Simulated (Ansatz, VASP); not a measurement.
**NiB3Au: VASP beside Ansatz**

POSCAR

```
NiB3Au
1.0
    4.1072017806      0.0000000000      0.0000000000
    0.0000000000      4.1072017806      0.0000000000
    0.0000000000      0.0000000000      4.1072017806
Ni B Au
1 3 1
Direct
    0.0000000000      0.0000000000      0.0000000000
    0.0000000000      0.5000000000      0.5000000000
    0.5000000000      0.0000000000      0.5000000000
    0.5000000000      0.5000000000      0.0000000000
    0.5000000000      0.5000000000      0.5000000000
```

File INCAR.step1:

```
PREC = Accurate
ENCUT = 660
ISMEAR = 0
SIGMA = 0.1
LREAL = F
LASPH = T
NELM = 120
GGA = PE
ALGO = Normal
EDIFF = 1E-5
LWAVE = T
LCHARG = F
GGA_COMPAT = F
IBRION = 2
ISIF = 3
EDIFFG = -0.005
NELMIN = 4
NSW = 100
```

INCAR.step2

```
PREC = Accurate
ENCUT = 660
EDIFF = 1E-7
ISMEAR = 0
SIGMA = 0.1
LREAL = F
LASPH = T
NELM = 120
ALGO = Normal
ISIF = 3
LWAVE = F
LCHARG = F
METAGGA = R2SCAN
LMIXTAU = T
IBRION = 2
NSW = 100
EDIFFG = -0.01
ISTART = 1
GGA_COMPAT = F
NELMIN = 4
```

KPOINTS

```
regular mesh
0
Gamma
  10 10 10
```

Input for Ansatz:

```yaml
crystal:
  lattice:
    - [4.1072017806, 0.0, 0.0]
    - [0.0, 4.1072017806, 0.0]
    - [0.0, 0.0, 4.1072017806]
  atoms:
    - { symbol: Ni, position: [0.0, 0.0, 0.0] }
    - { symbol: B, position: [0.0, 0.5, 0.5] }
    - { symbol: B, position: [0.5, 0.0, 0.5] }
    - { symbol: B, position: [0.5, 0.5, 0.0] }
    - { symbol: Au, position: [0.5, 0.5, 0.5] }
basis:
  ecutwfc: 500
kpoints:
  mp_grid: { grid: [10, 10, 10] }
hamiltonian:
  xc: r2scan
scf:
  occupations: { method: gaussian, width: 0.1 }
output:
  forces: true
  stress: true
  eigenvalues: true
relax:
  adjacent_minimum: "off"
  f_tol: 0.01
  max_steps: 80
  cell: { stress_tol: 0.05 }
```

Alike in both runs: task relaxation of cell and atoms; functional r2SCAN; k mesh 10 × 10 × 10; occupations gaussian, width 0.1 eV; no spin polarisation.

|  | VASP | Ansatz |
| --- | --- | --- |
| version | VASP 6.6.1 | Ansatz 0.2.0 |
| potentials or method | VASP PAW PBE potentials, release 64 (Ni, B, Au), cutoff 660 eV | scalar-relativistic, plane waves, PAW |
| valence electrons in the cell | 30 | 46 |

Ansatz gave:

```
gap on the k mesh at the Fermi level, each at its own relaxed structure (eV)  : none
relaxed volume (Å³/atom)                                                      : 13.88
relaxed length of the cell vector where the two differ most in proportion (Å) : 4.109
```

Problem. Estimate VASP's values.

Solution. gap on the k mesh at the Fermi level, each at its own relaxed structure (eV): none; relaxed volume (Å³/atom): 13.89; relaxed length of the cell vector where the two differ most in proportion (Å): 4.111.

VASP's potentials were made for PBE, not for r2SCAN. A gap of «none» marks a metal or a gap that the smearing closes. VASP's potentials hold 30 valence electrons a cell and Ansatz's 46, so a difference there can come from the potentials and not from the codes.

Neither program's run includes spin-orbit coupling.
